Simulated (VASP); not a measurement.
# HPt6 in VASP: further runs

The runs below take HPt6 through single point, with PBE.

Everything below comes from runs of VASP 6.6.1. Logs are shortened: lines on timing, memory, paths and dates and some standing lists are left out, and cuts for length are marked.

## Step 1: The cell of the first run

The cell holds a slab with vacuum, 14 atoms: a = 5.615 Å, b = 5.615 Å, c = 22.620 Å, α = 90.00°, β = 90.00°, γ = 120.00°.

## Step 2: Single point, PBE

File INCAR:

```
SYSTEM = HPt6
PREC = Accurate
ENCUT = 520
EDIFF = 1E-6
ISMEAR = 0
SIGMA = 0.1
LREAL = .False.
LASPH = .True.
NELM = 100
ALGO = Normal
ISIF = 2
LWAVE = .False.
LCHARG = .False.
LDIPOL = .True.
IDIPOL = 3
DIPOL = 0.5 0.5 0.312
GGA = PE
NBANDS = 74
```

File KPOINTS:

```
regular mesh
0
Gamma
  6 6 1
  0 0 0
```

File POSCAR:

```
HPt6
1.0
    5.6145835605      0.0000000000      0.0000000000
   -2.8072917802      4.8623719950      0.0000000000
    0.0000000000      0.0000000000     22.6197373747
Pt H
12 2
Direct
    0.3333333333      0.1666666667      0.1768367127
    0.3333333333      0.6666666667      0.1768367127
    0.8333333333      0.1666666667      0.1768367127
    0.8333333333      0.6666666667      0.1768367127
    0.1666666667      0.3333333333      0.2789580515
    0.1666666667      0.8333333333      0.2789580515
    0.6666666667      0.3333333333      0.2789580515
    0.6666666667      0.8333333333      0.2789580515
    0.0000000000      0.0000000000      0.3810715055
    0.0000000000      0.5000000000      0.3810715055
    0.5000000000      0.0000000000      0.3810715055
    0.5000000000      0.5000000000      0.3810715055
    0.1892786072      0.3785572143      0.5136990400
    0.3107213928      0.6214427857      0.5136990400
```

Potentials or basis: VASP PAW PBE potentials, release 64 (Pt, H).

Launch:

```bash
$ cat potpaw_PBE.64/Pt/POTCAR potpaw_PBE.64/H/POTCAR > POTCAR
$ mpirun -np 1 vasp_std > vasp.out
```

OUTCAR:

```text
SYSTEM = HPt6
   PREC = Accurate
   ENCUT = 520
   EDIFF = 1E-6
   ISMEAR = 0
   LREAL = .False.
   LASPH = .True.
   NELM = 100
   ISIF = 2
   GGA = PE

 ion  position               nearest neighbor table
   1  0.333  0.167  0.177-   2 2.81   2 2.81   4 2.81   4 2.81   3 2.81   3 2.81   5 2.82   6 2.82
                             7 2.82
   2  0.333  0.667  0.177-   1 2.81   1 2.81   3 2.81   3 2.81   4 2.81   4 2.81   6 2.82   5 2.82
                             8 2.82
   3  0.833  0.167  0.177-   4 2.81   4 2.81   2 2.81   2 2.81   1 2.81   1 2.81   7 2.82   8 2.82
                             5 2.82
   4  0.833  0.667  0.177-   3 2.81   3 2.81   1 2.81   1 2.81   2 2.81   2 2.81   8 2.82   7 2.82
                             6 2.82
   5  0.167  0.333  0.279-   6 2.81   6 2.81   8 2.81   8 2.81   7 2.81   7 2.81   9 2.82  12 2.82
                            10 2.82   1 2.82   2 2.82   3 2.82
   6  0.167  0.833  0.279-   5 2.81   5 2.81   7 2.81   7 2.81   8 2.81   8 2.81  10 2.82  11 2.82
                             9 2.82   2 2.82   1 2.82   4 2.82
   7  0.667  0.333  0.279-   8 2.81   8 2.81   6 2.81   6 2.81   5 2.81   5 2.81  11 2.82  10 2.82
                            12 2.82   3 2.82   4 2.82   1 2.82
   8  0.667  0.833  0.279-   7 2.81   7 2.81   5 2.81   5 2.81   6 2.81   6 2.81  12 2.82   9 2.82
                            11 2.82   4 2.82   3 2.82   2 2.82
   9  0.000  0.000  0.381-  10 2.81  10 2.81  12 2.81  12 2.81  11 2.81  11 2.81   5 2.82   8 2.82
                             6 2.82
  10  0.000  0.500  0.381-   9 2.81   9 2.81  11 2.81  11 2.81  12 2.81  12 2.81   6 2.82   7 2.82
                             5 2.82
  11  0.500  0.000  0.381-  12 2.81  12 2.81  10 2.81  10 2.81   9 2.81   9 2.81   7 2.82   6 2.82
                             8 2.82
  12  0.500  0.500  0.381-  11 2.81  11 2.81   9 2.81   9 2.81  10 2.81  10 2.81   8 2.82   5 2.82
                             7 2.82
  13  0.189  0.379  0.514-
  14  0.311  0.621  0.514-

  LATTYP: Found a hexagonal cell.
 ALAT       =     5.6145835605
 C/A-ratio  =     4.0287471245

  Lattice vectors:

 A1 = (   5.6145835605,   0.0000000000,   0.0000000000)
 A2 = (  -2.8072917802,   4.8623719950,   0.0000000000)
 A3 = (   0.0000000000,   0.0000000000,  22.6197373747)

Analysis of symmetry for initial positions (statically):
=====================================================================
 Subroutine PRICEL returns:
 Original cell was already a primitive cell.

 Routine SETGRP: Setting up the symmetry group for a
 hexagonal supercell.

 Subroutine GETGRP returns: Found  2 space group operations
 (whereof  2 operations were pure point group operations)
 out of a pool of 24 trial point group operations.

The static configuration has the point symmetry C_1h.

Analysis of symmetry for dynamics (positions and initial velocities):
=====================================================================
 Subroutine PRICEL returns:
 Original cell was already a primitive cell.

 Routine SETGRP: Setting up the symmetry group for a
 hexagonal supercell.

 Subroutine GETGRP returns: Found  2 space group operations
 (whereof  2 operations were pure point group operations)
 out of a pool of 24 trial point group operations.

The dynamic configuration has the point symmetry C_1h.

 Subroutine INISYM returns: Found  2 space group operations
 (whereof  2 operations are pure point group operations),
 and found     1 'primitive' translations

----------------------------------------------------------------------------------------

                                     Primitive cell

  volume of cell :     617.5232

  direct lattice vectors                    reciprocal lattice vectors
     5.614583560  0.000000000  0.000000000     0.178107599  0.102830470  0.000000000
    -2.807291780  4.862371995  0.000000000     0.000000000  0.205660941  0.000000000
     0.000000000  0.000000000 22.619737375     0.000000000  0.000000000  0.044209178

  length of vectors
     5.614583560  5.614583560 22.619737375     0.205660941  0.205660941  0.044209178

  position of ions in fractional coordinates (direct lattice)
     0.333333333  0.166666667  0.176836713
     0.333333333  0.666666667  0.176836713
[... 54 lines left out ...]
 Found     13 irreducible k-points:

 Following reciprocal coordinates:
            Coordinates               Weight
  0.000000  0.000000  0.000000      1.000000
  0.166667  0.000000  0.000000      4.000000
  0.000000  0.166667  0.000000      2.000000
  0.333333  0.000000  0.000000      4.000000
  0.000000  0.333333  0.000000      2.000000
  0.500000  0.000000  0.000000      2.000000
  0.000000  0.500000  0.000000      1.000000
  0.166667  0.166667  0.000000      4.000000
 -0.333333  0.166667  0.000000      2.000000
  0.333333  0.166667  0.000000      4.000000
 -0.166667  0.500000  0.000000      4.000000
  0.500000  0.333333  0.000000      4.000000
  0.333333  0.333333  0.000000      2.000000
   k-points           NKPTS =     13   k-points in BZ     NKDIM =     13   number of bands    NBANDS=     74
   number of dos      NEDOS =    301   number of ions     NIONS =     14
   total plane-waves  NPLWV = 296352
   dimension x,y,z NGX =    42 NGY =   42 NGZ =  168
   dimension x,y,z NGXF=    84 NGYF=   84 NGZF=  336
   ions per type =              12   2
   NGX,Y,Z   is equivalent  to a cutoff of  12.44, 12.44, 12.35 a.u.
   NGXF,Y,Z  is equivalent  to a cutoff of  24.87, 24.87, 24.69 a.u.
 SYSTEM =  HPt6
   PREC   = accura    normal or accurate (medium, high low for compatibility)
   ISTART =      0    job   : 0-new  1-cont  2-samecut
   ICHARG =      2    charge: 1-file 2-atom 10-const
   ISPIN  =      1    spin polarized calculation?
   LNONCOLLINEAR =      F non collinear calculations
   LSORBIT =      F    spin-orbit coupling
   LASPH  =      T    aspherical Exc in radial PAW
   ENCUT  =  520.0 eV  38.22 Ry    6.18 a.u.  10.44 10.44 42.06*2*pi/ulx,y,z
   NELM   =    100;   NELMIN=  2; NELMDL= -5     # of ELM steps
   EDIFF  = 0.1E-05   stopping-criterion for ELM
   LREAL  =      F    real-space projection
   EDIFFG = 0.1E-04   stopping-criterion for IOM
   NSW    =      0    number of steps for IOM
   IBRION =     -1    ionic relax: 0-MD 1-quasi-New 2-CG
   NFREE  =      0    steps in history (QN), initial steepest desc. (CG)
   ISIF   =      2    stress and relaxation
   ISYM   =      2    0-nonsym 1-usesym 2-fastsym
   POTIM  = 0.5000    time-step for ionic-motion
   TEBEG  =    0.0;   TEEND  =   0.0 temperature during run
   PSTRESS=    0.0 pullay stress
   NELECT =     122.0000    total number of electrons
   NUPDOWN=      -1.0000    fix difference up-down
   EMIN   =  10.00;   EMAX   =-10.00  energy-range for DOS
   EFERMI =   0.00;   METHOD = LEGACY
   ISMEAR =     0;   SIGMA  =   0.10  broadening in eV -4-tet -1-fermi 0-gaus
   EFERMI_NEDOS =   21; number of points for ismear=-14 and -15
   IALGO  =     38    algorithm
   IMIX   =      4    mixing-type and parameters
     AMIX     =   0.40;   BMIX     =  1.00
     AMIX_MAG =   1.60;   BMIX_MAG =  1.00
  volume/ion in A,a.u.               =      44.11       297.66
  Fermi-wavevector in a.u.,A,eV,Ry     =   0.953477  1.801811 12.369314  0.909119
  Thomas-Fermi vector in A             =   2.082136
   LORBIT       =      0    0 simple, 1 ext, 2 COOP (PROOUT), +10 PAW based schemes
   GGA     = PE    functional components
   LHFCALC =     F    Hartree Fock is set to
   AEXX    =    0.0000 exact exchange contribution
   IVDW    =     0    specifies the selected vdW correction
   LEPSILON=     F    determine dielectric tensor
   LRPA    =     F    only Hartree local field effects (RPA)
 non-spin polarized calculation
 Gauss-broadening in eV      SIGMA  =   0.10
  energy-cutoff  :      520.00
  volume of cell :      617.52
 maximum number of plane-waves:     16729
 NGX is ok and might be reduce to    42
   NGX = 21   NGY = 21   NGZ = 85

 dipolmoment           0.000000      0.000000      0.009837 electrons x Angstroem

 number of electron     121.9999985 magnetization

 dipolmoment           0.000000      0.000000     -0.028431 electrons x Angstroem

 Free energy of the ion-electron system (eV)
  ---------------------------------------------------
  ext. energy  EPLUGINS =         0.00000000
  ---------------------------------------------------
  free energy    TOTEN  =       -73.30497254 eV

  energy without entropy =      -73.14088196  energy(sigma->0) =      -73.22292725

 E-fermi :  -0.7522     XC(G=0):  -5.1110

 val. band max:       -0.7539580219   @ k =   0.1667   0.0000   0.0000
 cond. band min:      -0.7507426222   @ k =   0.0000   0.0000   0.0000
 fundamental gap:      0.0032153996
 Fermi energy:        -0.7522181715

 k-point     1 :       0.0000    0.0000    0.0000
  band No.  band energies     occupation
      1      -9.5453      2.00000
      2      -7.8300      2.00000
      3      -7.3413      2.00000
      4      -6.9366      2.00000
      5      -6.9364      2.00000
      6      -6.9360      2.00000
[... 977 lines left out ...]
     72       4.1926      0.00000
     73       4.3534      0.00000
 [bands above 73 left out]

------------------------ aborting loop because EDIFF is reached ----------------------------------------

 vacuum level on the upper side and lower side of the slab       (xc-potential included)        -0.241        -0.058

  FORCE on cell =-STRESS in cart. coord.  units (eV):
  Direction    XX          YY          ZZ          XY          YZ          ZX
  --------------------------------------------------------------------------------------
  -------------------------------------------------------------------------------------
  Total      -19.1035473    -24.4542894     -0.5134702     -0.0000000     -0.0019016     -0.0000000
  in kB      -49.5645663    -63.4471823     -1.3322096     -0.0000000     -0.0049337     -0.0000000
  external PRESSURE =     -38.1146527 kB  Pullay stress =       0.0000000 kB

 VOLUME and BASIS-vectors are now :
 -----------------------------------------------------------------------------
  energy-cutoff  :      520.00
  volume of cell :      617.52
      direct lattice vectors                 reciprocal lattice vectors
     5.614583560  0.000000000  0.000000000     0.178107599  0.102830470  0.000000000
    -2.807291780  4.862371995  0.000000000     0.000000000  0.205660941  0.000000000
     0.000000000  0.000000000 22.619737375     0.000000000  0.000000000  0.044209178

 POSITION                                       TOTAL-FORCE (eV/Angst)
 -----------------------------------------------------------------------------------
      1.40365      0.81040      4.00000        -0.005679     -0.000275      0.024120
     -0.00000      3.24158      4.00000        -0.000000     -0.003215      0.021033
      4.21094      0.81040      4.00000         0.005679     -0.000275      0.024120
      2.80729      3.24158      4.00000         0.000000      0.006533      0.017664
      0.00000      1.62079      6.30996        -0.000000     -0.004025     -0.017935
     -1.40365      4.05198      6.30996         0.003715     -0.002328      0.000263
      2.80729      1.62079      6.30996         0.000000      0.004226     -0.026019
      1.40365      4.05198      6.30996        -0.003715     -0.002328      0.000263
      0.00000      0.00000      8.61974        -0.000000     -0.000599     -0.013790
     -1.40365      2.43119      8.61974        -0.000769      0.006324     -0.002563
      2.80729      0.00000      8.61974        -0.000000     -0.010594     -0.013821
      1.40365      2.43119      8.61974         0.000769      0.006324     -0.002563
      0.00000      1.84069     11.61974         0.000000      4.530772     -0.005330
     -0.00000      3.02169     11.61974        -0.000000     -4.530539     -0.005441
 -----------------------------------------------------------------------------------
    total drift:                               -0.000000     -0.000035      0.000162

  FREE ENERGIE OF THE ION-ELECTRON SYSTEM (eV)
  ---------------------------------------------------
  free  energy   TOTEN  =       -73.3049725447 eV

  energy  without entropy=      -73.1408819600  energy(sigma->0) =      -73.22292725

 vacuum level on the upper side and lower side of the slab         4.761         4.944
```

It took 19 min on 1 thread of Intel Xeon 6975P-C (Granite Rapids), shared host; peak memory 0.86 GiB.

What came out:

```yaml
Free_energy: -73.3050 eV
Largest_force: 4.531 eV/Å
Band_gap_on_the_k_mesh: zero (bands 61 and 62 overlap by 0.75 eV)
```

Forces in eV/Å, atoms in the order of the input:
```
Pt  -0.006  0.000  0.024
Pt   0.000 -0.003  0.021
Pt   0.006  0.000  0.024
Pt   0.000  0.007  0.018
Pt   0.000 -0.004 -0.018
Pt   0.004 -0.002  0.000
Pt   0.000  0.004 -0.026
Pt  -0.004 -0.002  0.000
Pt   0.000 -0.001 -0.014
Pt  -0.001  0.006 -0.003
Pt   0.000 -0.011 -0.014
Pt   0.001  0.006 -0.003
H    0.000  4.531 -0.005
H    0.000 -4.531 -0.005
```

Levels at points of the mesh, in eV from the Fermi level:
```tsv
k point	band 58	band 59	band 60	band 61	band 62	band 63	band 64	band 65
(0.00, 0.00, 0.00)	0.20	0.54	0.54	0.55	0.59	0.59	0.59	1.07
(0.50, 0.00, 0.00)	-0.58	-0.51	-0.11	-0.10	0.03	0.03	0.27	0.27
(0.00, 0.50, 0.00)	-0.59	-0.51	-0.11	-0.10	0.03	0.04	0.27	0.27
```

Caveat: spin-orbit coupling is left out, which moves the levels of the heavy elements.

## Step 3: Single point, PBE

File INCAR:

```
SYSTEM = HPt6
  ALGO = Normal
  DIPOL = 0.5 0.5 0.316
  EDIFF = 1E-6
  ENCUT = 520
  GGA = PE
  IDIPOL = 3
  ISIF = 2
  ISMEAR = 0
  LASPH = .TRUE.
  LCHARG = .FALSE.
  LDIPOL = .TRUE.
  LREAL = .FALSE.
  LWAVE = .FALSE.
  NBANDS = 74
  NELM = 100
  PREC = Accurate
  SIGMA = 0.1
```

File KPOINTS:

```
k-points
0
G
  6 6 1
  0 0 0
```

Changes to POSCAR since step 2:

```diff
@@ -20,3 +20,3 @@
     0.5000000000      0.5000000000      0.3810715055
-    0.1892786072      0.3785572143      0.5136990400
-    0.3107213928      0.6214427857      0.5136990400
+    0.2114385736      0.4228771471      0.5402245469
+    0.2885614264      0.5771228529      0.5402245469
```

Potentials or basis: VASP PAW PBE potentials, release 64 (Pt, H).

Launch:

```bash
$ cat potpaw_PBE.64/Pt/POTCAR potpaw_PBE.64/H/POTCAR > POTCAR
$ mpirun -np 1 vasp_std > vasp.out
```

OUTCAR:

```text
SYSTEM = HPt6
   EDIFF = 1E-6
   ENCUT = 520
   GGA = PE
   ISIF = 2
   ISMEAR = 0
   LASPH = .TRUE.
   LREAL = .FALSE.
   NELM = 100
   PREC = Accurate

 ion  position               nearest neighbor table
   1  0.333  0.167  0.177-   2 2.81   2 2.81   4 2.81   4 2.81   3 2.81   3 2.81   5 2.82   6 2.82
                             7 2.82
   2  0.333  0.667  0.177-   1 2.81   1 2.81   3 2.81   3 2.81   4 2.81   4 2.81   6 2.82   5 2.82
                             8 2.82
   3  0.833  0.167  0.177-   4 2.81   4 2.81   2 2.81   2 2.81   1 2.81   1 2.81   7 2.82   8 2.82
                             5 2.82
   4  0.833  0.667  0.177-   3 2.81   3 2.81   1 2.81   1 2.81   2 2.81   2 2.81   8 2.82   7 2.82
                             6 2.82
   5  0.167  0.333  0.279-   6 2.81   6 2.81   8 2.81   8 2.81   7 2.81   7 2.81   9 2.82  12 2.82
                            10 2.82   1 2.82   2 2.82   3 2.82
   6  0.167  0.833  0.279-   5 2.81   5 2.81   7 2.81   7 2.81   8 2.81   8 2.81  10 2.82  11 2.82
                             9 2.82   2 2.82   1 2.82   4 2.82
   7  0.667  0.333  0.279-   8 2.81   8 2.81   6 2.81   6 2.81   5 2.81   5 2.81  11 2.82  10 2.82
                            12 2.82   3 2.82   4 2.82   1 2.82
[... 1217 lines left out ...]
  -------------------------------------------------------------------------------------
  Total      -19.2057585    -19.2029007     -0.4539060     -0.0000000     -0.0005010     -0.0000000
  in kB      -49.8297554    -49.8223410     -1.1776689     -0.0000000     -0.0013000     -0.0000000
  external PRESSURE =     -33.6099218 kB  Pullay stress =       0.0000000 kB

 VOLUME and BASIS-vectors are now :
 -----------------------------------------------------------------------------
  energy-cutoff  :      520.00
  volume of cell :      617.52
      direct lattice vectors                 reciprocal lattice vectors
     5.614583560  0.000000000  0.000000000     0.178107599  0.102830470  0.000000000
    -2.807291780  4.862371995  0.000000000     0.000000000  0.205660941  0.000000000
     0.000000000  0.000000000 22.619737375     0.000000000  0.000000000  0.044209178

 POSITION                                       TOTAL-FORCE (eV/Angst)
 -----------------------------------------------------------------------------------
      1.40365      0.81040      4.00000        -0.000916     -0.000023      0.018257
     -0.00000      3.24158      4.00000        -0.000000     -0.000660      0.017392
      4.21094      0.81040      4.00000         0.000916     -0.000023      0.018257
      2.80729      3.24158      4.00000         0.000000      0.000845      0.016749
      0.00000      1.62079      6.30996         0.000000      0.000335     -0.002706
     -1.40365      4.05198      6.30996         0.000821     -0.000611     -0.000820
      2.80729      1.62079      6.30996         0.000000      0.000739     -0.005604
      1.40365      4.05198      6.30996        -0.000821     -0.000611     -0.000820
      0.00000      0.00000      8.61974        -0.000000     -0.000652     -0.018231
     -1.40365      2.43119      8.61974        -0.000659      0.000822     -0.017440
      2.80729      0.00000      8.61974        -0.000000     -0.001057     -0.018490
      1.40365      2.43119      8.61974         0.000659      0.000822     -0.017440
      0.00000      2.05619     12.21974        -0.000000     -0.012840      0.005457
     -0.00000      2.80619     12.21974         0.000000      0.012913      0.005437
 -----------------------------------------------------------------------------------
    total drift:                               -0.000000     -0.000183      0.000409

  FREE ENERGIE OF THE ION-ELECTRON SYSTEM (eV)
  ---------------------------------------------------
  free  energy   TOTEN  =       -74.7802436409 eV

  energy  without entropy=      -74.6156732796  energy(sigma->0) =      -74.69795846

 vacuum level on the upper side and lower side of the slab         4.846         4.891
```

It took 46 min on 1 thread of Intel Xeon 8259CL, shared host; peak memory 0.9 GiB.

What came out:

```
Free energy            : -74.7802 eV
Largest force          : 0.019 eV/Å
Band gap on the k mesh : zero (bands 61 and 62 overlap by 0.75 eV)
```

Forces in eV/Å, atoms in the order of the input:
```
Pt  -0.001  0.000  0.018
Pt   0.000 -0.001  0.017
Pt   0.001  0.000  0.018
Pt   0.000  0.001  0.017
Pt   0.000  0.000 -0.003
Pt   0.001 -0.001 -0.001
Pt   0.000  0.001 -0.006
Pt  -0.001 -0.001 -0.001
Pt   0.000 -0.001 -0.018
Pt  -0.001  0.001 -0.017
Pt   0.000 -0.001 -0.018
Pt   0.001  0.001 -0.017
H    0.000 -0.013  0.005
H    0.000  0.013  0.005
```

Caveat: spin-orbit coupling is left out, which moves the levels of the heavy elements.

[end of part 1 of 2]
